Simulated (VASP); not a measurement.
# BaZrO3 (P-6m2) in VASP: further runs, part 3 of 3

VASP 6.6.1.

## 5. Single point, PBE

Input file INCAR:

```
SYSTEM = BaZrO3
PREC = Accurate
ENCUT = 520
EDIFF = 1E-7
ISMEAR = 0
SIGMA = 0.1
LREAL = .False.
LASPH = .True.
NELM = 100
ALGO = Normal
ISIF = 2
LWAVE = .False.
LCHARG = .True.
GGA = PE
LELF = .True.
LVHAR = .True.
NBANDS = 28
```

Input file KPOINTS:

```
regular mesh
0
Gamma
  12 12 6
  0 0 0
```

Input file POSCAR:

```
BaZrO3
1.0
    4.1605573689      0.0000000000      0.0000000000
   -2.0802786845      3.6031483754      0.0000000000
    0.0000000000      0.0000000000      7.8227976497
Ba Zr O
1 1 3
Direct
    0.0000000000      0.0000000000      0.5000000000
    0.3333333333      0.6666666667      0.0000000000
    0.6666666667      0.3333333333      0.5000000000
    0.3333333333      0.6666666667      0.7578188942
    0.3333333333      0.6666666667      0.2421811058
```

Potentials or basis: VASP PAW PBE potentials, release 64 (Ba_sv, Zr_sv, O).

Run with:

```
$ cat potpaw_PBE.64/Ba_sv/POTCAR potpaw_PBE.64/Zr_sv/POTCAR potpaw_PBE.64/O/POTCAR > POTCAR
$ mpirun -np 1 vasp_std > vasp.out
```

OUTCAR:

```text
SYSTEM = BaZrO3
   PREC = Accurate
   ENCUT = 520
   EDIFF = 1E-7
   ISMEAR = 0
   LREAL = .False.
   LASPH = .True.
   NELM = 100
   ISIF = 2
   GGA = PE

 ion  position               nearest neighbor table
   1  0.000  0.000  0.500-   3 2.40   3 2.40   3 2.40   5 3.14   4 3.14   4 3.14   5 3.14   4 3.14
                             5 3.14
   2  0.333  0.667  0.000-   4 1.89   5 1.89
   3  0.667  0.333  0.500-   1 2.40   1 2.40   1 2.40
   4  0.333  0.667  0.758-   2 1.89   1 3.14   1 3.14   1 3.14
   5  0.333  0.667  0.242-   2 1.89   1 3.14   1 3.14   1 3.14

  LATTYP: Found a hexagonal cell.
 ALAT       =     4.1605573689
 C/A-ratio  =     1.8802282858

  Lattice vectors:

 A1 = (   4.1605573689,   0.0000000000,   0.0000000000)
 A2 = (  -2.0802786845,   3.6031483754,   0.0000000000)
 A3 = (   0.0000000000,   0.0000000000,   7.8227976497)

Analysis of symmetry for initial positions (statically):
=====================================================================
 Subroutine PRICEL returns:
 Original cell was already a primitive cell.

[... 176 lines left out ...]
 E-fermi :   0.6862     XC(G=0):  -8.4874

 val. band max:        0.6850128330   @ k =   0.4167   0.0833   0.1667
 cond. band min:       0.6886100621   @ k =   0.2500   0.0000   0.1667
 fundamental gap:      0.0035972291
 Fermi energy:         0.6861817643

 k-point     1 :       0.0000    0.0000    0.0000
  band No.  band energies     occupation
      1     -48.3187      2.00000
      2     -26.5349      2.00000
      3     -26.5349      2.00000
      4     -26.4449      2.00000
      5     -23.8789      2.00000
      6     -15.6049      2.00000
[... 733 lines left out ...]
     27       7.2210      0.00000
     28       8.2953      0.00000

 [... further k-points ...]

------------------------ aborting loop because EDIFF is reached ----------------------------------------

  FORCE on cell =-STRESS in cart. coord.  units (eV):
  Direction    XX          YY          ZZ          XY          YZ          ZX
  --------------------------------------------------------------------------------------
  -------------------------------------------------------------------------------------
  Total        0.9083138      0.9083138      0.5698570     -0.0000000      0.0000000     -0.0000000
  in kB       12.4093991     12.4093991      7.7853954     -0.0000000      0.0000000     -0.0000000
  external PRESSURE =      10.8680645 kB  Pullay stress =       0.0000000 kB

 VOLUME and BASIS-vectors are now :
 -----------------------------------------------------------------------------
  energy-cutoff  :      520.00
  volume of cell :      117.27
      direct lattice vectors                 reciprocal lattice vectors
     4.160557369  0.000000000  0.000000000     0.240352412  0.138767530  0.000000000
    -2.080278685  3.603148375  0.000000000     0.000000000  0.277535060  0.000000000
     0.000000000  0.000000000  7.822797650     0.000000000  0.000000000  0.127831505

 POSITION                                       TOTAL-FORCE (eV/Angst)
 -----------------------------------------------------------------------------------
      0.00000      0.00000      3.91140        -0.000000     -0.000000      0.000000
     -0.00000      2.40210      0.00000        -0.000000     -0.000000      0.000000
      2.08028      1.20105      3.91140         0.000000     -0.000000      0.000000
     -0.00000      2.40210      5.92826         0.000000     -0.000000     -0.126014
     -0.00000      2.40210      1.89453        -0.000000      0.000000      0.126014
 -----------------------------------------------------------------------------------
    total drift:                                0.000001     -0.000001     -0.000000

  FREE ENERGIE OF THE ION-ELECTRON SYSTEM (eV)
  ---------------------------------------------------
  free  energy   TOTEN  =       -32.2025815335 eV

  energy  without entropy=      -32.1575317080  energy(sigma->0) =      -32.18005662
```

OSZICAR:

```text
N       E                     dE             d eps       ncg     rms          rms(c)
DAV:   1     0.330379148877E+03    0.33038E+03   -0.20325E+04  4256   0.131E+03
DAV:   2    -0.216158313286E+02   -0.35199E+03   -0.34206E+03  5680   0.327E+02
[... 13 lines left out ...]
DAV:  16    -0.322025756833E+02    0.26025E-03   -0.83697E-04  4952   0.778E-02    0.165E-02
DAV:  17    -0.322025849449E+02   -0.92616E-05   -0.46193E-05  5372   0.313E-02    0.258E-02
DAV:  18    -0.322025830545E+02    0.18903E-05   -0.39343E-05  4876   0.187E-02    0.120E-02
DAV:  19    -0.322025814737E+02    0.15808E-05   -0.84176E-06  5132   0.913E-03    0.254E-03
DAV:  20    -0.322025815878E+02   -0.11408E-06   -0.15679E-07  3784   0.231E-03    0.240E-03
DAV:  21    -0.322025815335E+02    0.54316E-07   -0.38995E-07  2984   0.171E-03
   1 F= -.32202582E+02 E0= -.32180057E+02  d E =-.450498E-01
```

Wall time 2.2 min (1 thread of Intel Xeon 6975P-C (Granite Rapids), shared host); peak memory 0.41 GiB.

Results:

* Free energy: -32.2026 eV
* Pressure: 1.1 GPa
* Largest force: 0.126 eV/Å
* Band gap on the k mesh: zero (band 20 reaches 1.17 eV, above the bottom of band 21 at 0.42 eV)

Forces in eV/Å, atoms in the order of the input:
```
Ba   0.000  0.000  0.000
Zr   0.000  0.000  0.000
O    0.000  0.000  0.000
O    0.000  0.000 -0.126
O    0.000  0.000  0.126
```

Stress tensor (GPa, compression positive):
```
1.24 0.00 0.00
0.00 1.24 0.00
0.00 0.00 0.78
```

Caveat: spin-orbit coupling is left out, which moves the levels of the heavy elements.

## 6. Relaxation of cell and atoms, PBE

This run uses another cell than the first one, of 23.24 Å³/atom, 0.991 times its volume.

Input file INCAR:

```
SYSTEM = BaZrO3
PREC = Accurate
ENCUT = 600
EDIFF = 1E-7
ISMEAR = 0
SIGMA = 0.1
LREAL = .FALSE.
LASPH = .TRUE.
NELM = 60
ALGO = Normal
ISIF = 3
LWAVE = .FALSE.
LCHARG = .FALSE.
GGA = PE
IBRION = 2
NSW = 100
EDIFFG = -0.01
```

Input file KPOINTS:

```
regular mesh
0
G
  12 12 6
  0 0 0
```

Input file POSCAR:

```
BaZrO3
1.0
    4.1516274228      0.0000000000      0.0000000000
   -2.0758137114      3.5954148152      0.0000000000
    0.0000000000      0.0000000000      7.7841881508
Ba Zr O
1 1 3
Direct
    0.0000000000      0.0000000000      0.5000000000
    0.3333333333      0.6666666667      0.0000000000
    0.6666666667      0.3333333333      0.5000000000
    0.3333333333      0.6666666667      0.7565393976
    0.3333333333      0.6666666667      0.2434606024
```

Potentials or basis: VASP PAW PBE potentials, release 64 (Ba_sv, Zr_sv, O).

Run with:

```
$ cat potpaw_PBE.64/Ba_sv/POTCAR potpaw_PBE.64/Zr_sv/POTCAR potpaw_PBE.64/O/POTCAR > POTCAR
$ mpirun -np 1 vasp_std > vasp.out
```

It took 7.4 min on 1 thread of Intel Xeon 6975P-C (Granite Rapids), shared host; peak memory 0.48 GiB.

It converged, with:

```
Free energy                            : -32.2187 eV
Relaxed volume                         : 24.01 Å³/atom
Relaxed cell                           : a = 4.215 Å, b = 4.215 Å, c = 7.802 Å, α = 90.00°, β = 90.00°, γ = 120.00°
Space group after relaxing (to 0.05 Å) : P-6m2 (No. 187)
Energy gained by relaxing              : 3.3 meV/atom
Ionic steps                            : 4
Pressure after relaxing                : 0.0 GPa
Largest force after relaxing           : 0.004 eV/Å
Band gap on the k mesh                 : zero (band 20 reaches 1.02 eV, above the bottom of band 21 at 0.36 eV)
```

Forces in eV/Å, atoms in the order of the input:
```
Ba   0.000  0.000  0.000
Zr   0.000  0.000  0.000
O    0.000  0.000  0.000
O    0.000  0.000  0.004
O    0.000  0.000 -0.004
```

Step by step:
| step | energy change (eV) | largest force (eV/Å) | pressure (GPa) | volume (Å³) |
| --- | --- | --- | --- | --- |
| 1 | 0.0000 | 0.0944 | 1.25 | 116.19 |
| 2 | -0.0093 | 0.3995 | -0.41 | 119.27 |
| 3 | -0.0100 | 0.2965 | -0.07 | 118.61 |
| 4 | -0.0167 | 0.0039 | 0.02 | 120.05 |

Final structure:
```xyz
5
Lattice="4.2150 0.0000 0.0000 -2.1075 3.6503 0.0000 0.0000 0.0000 7.8025" Properties=species:S:1:pos:R:3 pbc="T T T"
Ba    2.1075    3.6503    3.9012
Zr    0.0000    2.4335    0.0000
O     2.1075    1.2168    3.9012
O     0.0000    2.4335    5.9045
O     0.0000    2.4335    1.8980
```

Levels at points of the mesh, in eV from the Fermi level:
| k point | band 17 | band 18 | band 19 | band 20 | band 21 | band 22 | band 23 | band 24 |
| --- | --- | --- | --- | --- | --- | --- | --- | --- |
| (0.00, 0.00, 0.00) | -1.56 | -0.57 | -0.56 | -0.56 | 0.12 | 1.13 | 1.13 | 4.62 |
| (0.50, 0.00, 0.00) | -0.72 | -0.70 | -0.16 | -0.12 | -0.06 | 2.33 | 2.68 | 3.51 |
| (0.00, 0.00, 0.50) | -1.06 | -1.03 | -1.03 | -0.55 | -0.16 | 1.13 | 1.13 | 4.09 |
| (0.50, 0.00, 0.50) | -0.97 | -0.39 | -0.17 | -0.06 | -0.04 | 2.33 | 2.68 | 3.53 |

Caveat: spin-orbit coupling is left out, which moves the levels of the heavy elements.

## 7. Overview

| task | cell | k mesh | cutoff (eV) | gap on the mesh (eV) | pressure (GPa) | largest force (eV/Å) |
| --- | --- | --- | --- | --- | --- | --- |
| single point | a = 4.161, b = 4.161, c = 7.823 Å, angles 90.0, 90.0, 120.0°, 5 atoms | 12 × 12 × 6 | 520 | none | 1.1 | 0.13 |
| relaxation of cell and atoms | relaxed from a = 4.152, b = 4.152, c = 7.784 Å, angles 90.0, 90.0, 120.0°, 5 atoms | 12 × 12 × 6 | 600 | none | 0.0 | - |
| single point | a = 4.253, b = 4.253, c = 5.958 Å, angles 90.0, 90.0, 120.0°, 5 atoms | 6 × 6 × 4 | 520 | none | 25.9 | 7.47 |

Alike in all rows: level PBE; potentials or basis VASP PAW PBE potentials, release 64 (Ba_sv, Zr_sv, O); no spin polarisation; smearing gaussian 0.1 eV.

Caveats: spin-orbit coupling is left out, which moves the levels of the heavy elements; forces of over 1 eV/Å act on the atoms, so gaps and moduli don't describe the material at rest (some runs).

Absolute energies hang on the potentials; compare differences alone.
